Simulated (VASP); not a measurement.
A run of VASP 6.6.1 is set up as follows.

INCAR

```
PREC = Accurate
ENCUT = 520
EDIFF = 1E-7
ISMEAR = 0
SIGMA = 0.05
LREAL = F
LASPH = T
NELM = 80
ALGO = Normal
ISIF = 2
LWAVE = F
LCHARG = F
GGA = PE
NBANDS = 45
```

File KPOINTS:

```
Automatic mesh
0
Gamma
  6 6 6
```

File POSCAR:

```
LiNbO3
1.0
    2.5949118466      1.4981730532      4.5974918157
   -2.5949118466      1.4981730532      4.5974918157
    0.0000000000     -2.9963461063      4.5974918157
Li Nb O
2 2 6
Direct
    0.2815913687      0.2815913687      0.2815913687
    0.7815913687      0.7815913687      0.7815913687
    0.0004900497      0.0004900497      0.0004900497
    0.5004900497      0.5004900497      0.5004900497
    0.1104619503      0.3580262714      0.7211003599
    0.7211003599      0.1104619503      0.3580262714
    0.3580262714      0.7211003599      0.1104619503
    0.2211003599      0.8580262714      0.6104619503
    0.8580262714      0.6104619503      0.2211003599
    0.6104619503      0.2211003599      0.8580262714
```

Potentials or basis: VASP PAW PBE potentials, release 64 (Li_sv, Nb_sv, O).

Run with:

```sh
$ cat potpaw_PBE.64/Li_sv/POTCAR potpaw_PBE.64/Nb_sv/POTCAR potpaw_PBE.64/O/POTCAR > POTCAR
$ mpirun -np 1 vasp_std > vasp.out
```

Problem. Estimate the band gap on the k mesh.

Solution. 3.62 eV (least direct gap 3.66 eV).

Problem. What does it give for the largest force?

Solution. 0.171 eV/Å.

Forces on the atoms (eV/Å):
```
Li   0.000  0.000 -0.019
Li   0.000  0.000 -0.019
Nb   0.000  0.000 -0.163
Nb   0.000  0.000 -0.163
O   -0.081  0.138  0.061
O   -0.079 -0.139  0.061
O    0.160  0.001  0.061
O   -0.160  0.001  0.061
O    0.081  0.138  0.061
O    0.079 -0.139  0.061
```

 A k mesh can miss the band edges.
